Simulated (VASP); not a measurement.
A run of VASP 6.6.1 is set up as follows.

The input INCAR:

```
SYSTEM = MgTe
PREC = Accurate
ENCUT = 580
EDIFF = 1E-8
ISMEAR = 0
SIGMA = 0.01
LREAL = .FALSE.
LASPH = .TRUE.
NELM = 120
ALGO = Normal
ISIF = 2
LWAVE = .FALSE.
LCHARG = .FALSE.
METAGGA = R2SCAN
LMIXTAU = .TRUE.
LCALCEPS = .TRUE.
GGA_COMPAT = .FALSE.
```

Contents of KPOINTS:

```
Automatic mesh
0
G
  6 6 4
  0 0 0
```

Contents of POSCAR:

```
MgTe
1.0
    4.3945302200      0.0000000000      0.0000000000
   -2.1972651100      3.8057748082      0.0000000000
    0.0000000000      0.0000000000      7.1568856891
Mg Te
2 2
Direct
    0.3333333333      0.6666666667     -0.0006080519
    0.6666666667      0.3333333333      0.4993919481
    0.3333333333      0.6666666667      0.3756080519
    0.6666666667      0.3333333333      0.8756080519
```

Potentials or basis: VASP PAW PBE potentials, release 64 (Mg, Te).

Command:

```console
$ cat potpaw_PBE.64/Mg/POTCAR potpaw_PBE.64/Te/POTCAR > POTCAR
$ mpirun -np 1 vasp_std > vasp.out
```

Problem. Predict the electronic dielectric tensor (diagonal).

Solution. 4.98, 4.98, 5.12.

Problem. Predict the Born charges (mean of the diagonal).

Solution. Mg +1.81; Te -1.81 e.

Problem. Predict the band gap on the k mesh.

Solution. 3.58 eV (least direct gap 3.77 eV).

Electronic dielectric tensor:
```
4.98 0.00 0.00
0.00 4.98 0.00
0.00 0.00 5.12
```

Caveat: the cell differs from its parent crystal (strain -4.0%); the structure was generated, so it needn't be the stable form of MgTe; spin-orbit coupling is left out, which moves the levels of the heavy elements. A k mesh can miss the band edges.
